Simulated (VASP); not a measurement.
# H (I4/mmm) in VASP: elastic constants with LDA

Aim: the elastic constants of H with LDA.

All numbers are computed with VASP 6.6.1; they aren't measurements. Logs are shortened: lines on timing, memory, paths and dates and some standing lists are left out, and cuts for length are marked.

### Step 1. The cell of the first run

It takes space group I4/mmm (No. 139, tetragonal). Conventional cell: a = 2.820 Å, b = 2.820 Å, c = 3.861 Å, α = 90.00°, β = 90.00°, γ = 90.00°. Within 1.1 Å of H (site symmetry 4mm) lie 1 H at 0.77 Å.

### Step 2. Elastic constants, LDA

INCAR

```
PREC = Accurate
ENCUT = 600
EDIFF = 1E-8
ISMEAR = 0
SIGMA = 0.01
LREAL = F
LASPH = T
NELM = 60
ALGO = Normal
ISIF = 3
LWAVE = F
LCHARG = T
IBRION = 6
NFREE = 2
POTIM = 0.015
NSW = 1
```

KPOINTS

```
Automatic mesh
0
Gamma
  12 12 12
```

POSCAR

```
H
1.0
   -1.4101919662      1.4101919662      1.9306203762
    1.4101919662     -1.4101919662      1.9306203762
    1.4101919662      1.4101919662     -1.9306203762
H
2
Direct
    0.9001519543      0.9001519543      0.0000000000
    0.0998480457      0.0998480457      0.0000000000
```

Potentials or basis: VASP PAW LDA potentials, release 64 (H).

Command:

```bash
$ cat potpaw_LDA.64/H/POTCAR > POTCAR
$ mpirun -np 1 vasp_std > vasp.out
```

OUTCAR:

```text
PREC = Accurate
   ENCUT = 600
   EDIFF = 1E-8
   ISMEAR = 0
   LREAL = F
   LASPH = T
   NELM = 60
   ISIF = 3
   IBRION = 6
   NFREE = 2
   POTIM = 0.015
   NSW = 1

 ion  position               nearest neighbor table
   1  0.900  0.900  0.000-   2 0.77
   2  0.100  0.100  0.000-   1 0.77

  LATTYP: Found a body centered tetragonal cell.
 ALAT       =     2.8203839324
 C/A-ratio  =     1.3690479186

  Lattice vectors:

 A1 = (  -1.4101919662,   1.4101919662,   1.9306203762)
 A2 = (   1.4101919662,  -1.4101919662,   1.9306203762)
 A3 = (   1.4101919662,   1.4101919662,  -1.9306203762)

Analysis of symmetry for initial positions (statically):
=====================================================================
 Subroutine PRICEL returns:
 Original cell was already a primitive cell.

 Routine SETGRP: Setting up the symmetry group for a
 body centered tetragonal supercell.

 Subroutine GETGRP returns: Found 16 space group operations
 (whereof 16 operations were pure point group operations)
 out of a pool of 16 trial point group operations.

The static configuration has the point symmetry D_4h.

Analysis of symmetry for dynamics (positions and initial velocities):
=====================================================================
 Subroutine PRICEL returns:
 Original cell was already a primitive cell.

 Routine SETGRP: Setting up the symmetry group for a
 body centered tetragonal supercell.

 Subroutine GETGRP returns: Found 16 space group operations
 (whereof 16 operations were pure point group operations)
 out of a pool of 16 trial point group operations.

The dynamic configuration has the point symmetry D_4h.

 Subroutine INISYM returns: Found 16 space group operations
 (whereof 16 operations are pure point group operations),
 and found     1 'primitive' translations

----------------------------------------------------------------------------------------

                                     Primitive cell

  volume of cell :      15.3572

  direct lattice vectors                    reciprocal lattice vectors
    -1.410191966  1.410191966  1.930620376     0.000000000  0.354561657  0.258984110
     1.410191966 -1.410191966  1.930620376     0.354561657  0.000000000  0.258984110
     1.410191966  1.410191966 -1.930620376     0.354561657  0.354561657  0.000000000

  length of vectors
     2.775712125  2.775712125  2.775712125     0.439074866  0.439074866  0.501425904

  position of ions in fractional coordinates (direct lattice)
     0.900151954  0.900151954  0.000000000
     0.099848046  0.099848046  0.000000000

  ion indices of the primitive-cell ions
   primitive index   ion index
                 1           1
                 2           2

----------------------------------------------------------------------------------------

 KPOINTS: Automatic mesh

Automatic generation of k-mesh.
 Grid dimensions read from file:
 generate k-points for:   12   12   12

 Generating k-lattice:

  Cartesian coordinates                     Fractional coordinates (reciprocal lattice)
     0.000000000  0.029546805  0.021582009     0.083333333  0.000000000  0.000000000
     0.029546805  0.000000000  0.021582009     0.000000000  0.083333333  0.000000000
     0.029546805  0.029546805  0.000000000     0.000000000  0.000000000  0.083333333

  Length of vectors
     0.036589572  0.036589572  0.041785492
[... 102 lines left out ...]
  free energy    TOTEN  =        -6.81212781 eV

  energy without entropy =       -6.81212781  energy(sigma->0) =       -6.81212781

------------------------ aborting loop because EDIFF is reached ----------------------------------------

  FORCE on cell =-STRESS in cart. coord.  units (eV):
  Direction    XX          YY          ZZ          XY          YZ          ZX
  --------------------------------------------------------------------------------------
  -------------------------------------------------------------------------------------
  Total       -0.0098654     -0.0098654     -0.0034374      0.0000000      0.0000000      0.0000000
  in kB       -1.0292311     -1.0292311     -0.3586187      0.0000000      0.0000000      0.0000000
  external PRESSURE =      -0.8056937 kB  Pullay stress =       0.0000000 kB
[... 89 lines left out ...]
  FREE ENERGIE OF THE ION-ELECTRON SYSTEM (eV)
  ---------------------------------------------------
  free  energy   TOTEN  =        -6.8121294399 eV

  energy  without entropy=       -6.8121294399  energy(sigma->0) =       -6.81212944

[... ionic steps 4 to 14 ...]

--------------------------------------- Ionic step       15  -------------------------------------------

 number of electron       2.0000000 magnetization

------------------------ aborting loop because EDIFF is reached ----------------------------------------
[... 67 lines left out ...]
--------------------------------------- Ionic step       17  -------------------------------------------

 number of electron       2.0000000 magnetization

 Free energy of the ion-electron system (eV)
  ---------------------------------------------------
  ext. energy  EPLUGINS =         0.00000000
  ---------------------------------------------------
  free energy    TOTEN  =        -6.80891900 eV

  energy without entropy =       -6.80891900  energy(sigma->0) =       -6.80891900

 E-fermi :  -6.2043     XC(G=0):  -7.3052

 val. band max:       -6.3124451460   @ k =   0.5000   0.5000   0.5000
 cond. band min:       0.6689927031   @ k =   0.5000   0.0000   0.0000
 fundamental gap:      6.9814378490
 Fermi energy:        -6.2043219875

 k-point     1 :       0.0000    0.0000    0.0000
  band No.  band energies     occupation
      1     -11.2204      2.00000
      2      10.2563      0.00000
      3      12.4237      0.00000
      4      20.9771      0.00000
      5      20.9771      0.00000
[... 177 lines left out ...]
 k-point    24 :      -0.4167    0.1667    0.0000
  band No.  band energies     occupation
      1      -8.4215      2.00000
      2       3.0477      0.00000
      3       9.7153      0.00000
      4      13.1822      0.00000
      5      16.0473      0.00000

 [... further k-points ...]
[... 5 lines left out ...]
  --------------------------------------------------------------------------------------
  -------------------------------------------------------------------------------------
  Total       -0.0092412     -0.0092412     -0.3470498      0.0000000      0.0000000      0.0000000
  in kB       -0.9641079     -0.9641079    -36.2067036      0.0000000      0.0000000      0.0000000
  external PRESSURE =     -12.7116398 kB  Pullay stress =       0.0000000 kB
[... 17 lines left out ...]
  FREE ENERGIE OF THE ION-ELECTRON SYSTEM (eV)
  ---------------------------------------------------
  free  energy   TOTEN  =        -6.8089189959 eV

  energy  without entropy=       -6.8089189959  energy(sigma->0) =       -6.80891900

 INTERNAL STRAIN TENSORS FROM STRAINED CELLS
 ============================================

 INTERNAL STRAIN TENSOR FOR ION    1 for displacements in x,y,z  (eV/Angst):
          X           Y           Z          XY          YZ          ZX
  --------------------------------------------------------------------------------
  x     0.00000    -0.00000     0.00000     0.00000    -0.00000     0.06549
  y    -0.00000    -0.00000     0.00000    -0.00000     0.07192    -0.00000
  z    -0.05094    -0.05134    23.60963     0.00032    -0.00062    -0.00060

 INTERNAL STRAIN TENSORS FROM DISPLACED ATOMS
 ============================================

 INTERNAL STRAIN TENSOR FOR ION    1 for displacements in x,y,z  (eV/Angst):
          X           Y           Z          XY          YZ          ZX
  --------------------------------------------------------------------------------
  x     0.00000     0.00000     0.00000     0.00000     0.00000     0.06669
  y    -0.00000    -0.00000     0.00000     0.00000     0.06669     0.00000
  z    -0.04967    -0.04967    23.59092     0.00000     0.00000     0.00000

 INTERNAL STRAIN TENSOR FOR ION    2 for displacements in x,y,z  (eV/Angst):
          X           Y           Z          XY          YZ          ZX
  --------------------------------------------------------------------------------
  x     0.00000     0.00000     0.00000     0.00000     0.00000    -0.06669
  y     0.00000     0.00000     0.00000     0.00000    -0.06669     0.00000
  z     0.04967     0.04967   -23.59092     0.00000     0.00000     0.00000

 Eigenvectors and eigenvalues of the dynamical matrix
 ----------------------------------------------------

   1 f  =  122.628582 THz   770.498106 2PiTHz 4090.449207 cm-1   507.150837 meV
             X         Y         Z           dx          dy          dz
      0.000000  0.000000  3.475703     0.000000    0.000000    0.707107
      0.000000  0.000000  0.385537     0.000000    0.000000   -0.707107
[... 16 lines left out ...]
   5 f  =    0.000000 THz     0.000000 2PiTHz    0.000000 cm-1     0.000000 meV
             X         Y         Z           dx          dy          dz
      0.000000  0.000000  3.475703     0.707107    0.000000    0.000000
      0.000000  0.000000  0.385537     0.707107    0.000000    0.000000

   6 f/i=    0.000001 THz     0.000006 2PiTHz    0.000032 cm-1     0.000004 meV
             X         Y         Z           dx          dy          dz
      0.000000  0.000000  3.475703     0.000000   -0.146839    0.691692
      0.000000  0.000000  0.385537     0.000000   -0.146839    0.691692

--------------------------------------------------------------------------------------------------------

 ELASTIC MODULI CONTR FROM IONIC RELAXATION (kBar)
 Direction    XX          YY          ZZ          XY          YZ          ZX
 --------------------------------------------------------------------------------
 XX          -0.0084     -0.0084      3.9738      0.0000      0.0000      0.0000
 YY          -0.0084     -0.0084      3.9738      0.0000      0.0000      0.0000
 ZZ           3.9738      3.9738  -1887.2745      0.0000     -0.0000      0.0000
 XY           0.0000      0.0000      0.0000      0.0000      0.0000      0.0000
 YZ           0.0000      0.0000     -0.0000      0.0000     -5.8416      0.0000
 ZX           0.0000      0.0000      0.0000      0.0000      0.0000     -5.8417
 --------------------------------------------------------------------------------

 TOTAL ELASTIC MODULI (kBar)
 Direction    XX          YY          ZZ          XY          YZ          ZX
 --------------------------------------------------------------------------------
 XX         129.8680      7.0060     40.9281      0.0000      0.0000      0.0000
 YY           7.0060    129.8680     40.9281      0.0000      0.0000      0.0000
 ZZ          40.9281     40.9281    113.3417      0.0000     -0.0000      0.0000
 XY           0.0000      0.0000      0.0000     32.4482      0.0000      0.0000
 YZ           0.0000      0.0000     -0.0000      0.0000     61.8859      0.0000
 ZX           0.0000      0.0000      0.0000      0.0000      0.0000     61.8858
 --------------------------------------------------------------------------------
```

Run time: 4 min. Hardware: 1 thread of Intel Xeon 8259CL, shared host; peak memory 0.21 GiB.

What came out:

* Voigt bulk modulus: 6 GPa
* Highest phonon frequency at Γ: 4090 cm⁻¹

Phonon frequencies in cm⁻¹ (negative: imaginary):
```tsv
q point	frequencies
(0.000, 0.000, 0.000)	0 0 0 208 208 4090
```

Elastic tensor in Voigt notation (GPa, in the Cartesian axes of the cell as first typed):
```
13  1  4  0  0  0
 1 13  4  0  0  0
 4  4 11  0  0  0
 0  0  0  6  0  0
 0  0  0  0  6  0
 0  0  0  0  0  3
```

Clamped-ion elastic tensor (GPa):
```
 13   1   4   0   0   0
  1  13   4   0   0   0
  4   4 200   0   0   0
  0   0   0   7   0   0
  0   0   0   0   7   0
  0   0   0   0   0   3
```
